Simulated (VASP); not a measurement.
Runs of VASP 6.6.1 on Li2CaO2. The structure is that of space group P6/mmm (No. 191), or close to it. The cells are those of the table. 

| task | spin | cell | k mesh | cutoff (eV) | gap on the mesh (eV) | moment (μB) | largest force (eV/Å) |
| --- | --- | --- | --- | --- | --- | --- | --- |
| single point | collinear, ferromagnetic start | a = 3.975, b = 3.975, c = 9.400 Å, angles 90.0, 90.0, 120.0°, 5 atoms | 6 × 6 × 2 | 520 | none | (a) | 0.03 |
| single point | off | a = 3.975, b = 3.975, c = 9.400 Å, angles 90.0, 90.0, 120.0°, 5 atoms | 6 × 6 × 4 | 520 | none | - | - |
| single point | collinear, ferromagnetic start | a = 3.479, b = 3.479, c = 6.439 Å, angles 90.0, 90.0, 120.0°, 5 atoms | 6 × 6 × 4 | 520 | none | 0.00 | 0.67 |
| relaxation of cell and atoms | off | relaxed from a = 3.479, b = 3.479, c = 6.439 Å, angles 90.0, 90.0, 120.0°, 5 atoms | 6 × 6 × 4 | 600 | none | - | 0.01 |
| single point | off | a = 3.479, b = 3.479, c = 6.439 Å, angles 90.0, 90.0, 120.0°, 5 atoms | 6 × 6 × 4 | 520 | none | - | 0.67 |

Alike in all rows: level PBE; potentials or basis VASP PAW PBE potentials, release 64 (Li_sv, Ca_sv, O); smearing gaussian 0.1 eV.

Task: Fill in the values left out.

Result: (a) 0.07.

A gap of «none» marks levels without a gap at the run's occupations.
